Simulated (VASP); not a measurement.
Input of a VASP 6.6.1 run:

Contents of INCAR:

```
PREC     = Accurate       # precision mode
ENCUT    = 520            # plane-wave cutoff, eV
EDIFF    = 1E-8           # SCF threshold, eV
ISMEAR   = -1             # smearing method
SIGMA    = 0.08           # smearing width, eV
LREAL    = F              # projectors in reciprocal space
LASPH    = T              # aspherical terms in the spheres
NELM     = 80             # most SCF steps
ALGO     = Normal         # electronic algorithm
ISIF     = 2              # what is computed and relaxed
LWAVE    = F              # write WAVECAR
LCHARG   = F              # write CHGCAR
GGA      = PS             # functional
LEFG     = T            
NBANDS   = 12             # bands
```

File KPOINTS:

```
Automatic mesh
0
Gamma
  14 14 14
```

File POSCAR:

```
Zr
1.0
   -1.8396774058      1.8396774058      1.8396774058
    1.8396774058     -1.8396774058      1.8396774058
    1.8396774058      1.8396774058     -1.8396774058
Zr
1
Direct
    0.0000000000      0.0000000000      0.0000000000
```

Potentials or basis: VASP PAW PBE potentials, release 64 (Zr_sv).

Command:

```console
$ cat potpaw_PBE.64/Zr_sv/POTCAR > POTCAR
$ mpirun -np 1 vasp_std > vasp.out
```

Task: Predict the band gap on the k mesh.

Result: Zero (band 6 reaches 8.94 eV, above the bottom of band 7 at 7.27 eV).

Task: What does it give for the pressure?

Result: -9.8 GPa.

Caveat: without QUAD_EFG the Cq values of the log hold for a quadrupole moment of 1 mb, not for the nuclei; the PAW data sets were made with another functional, which shifts forces and pressure a little.
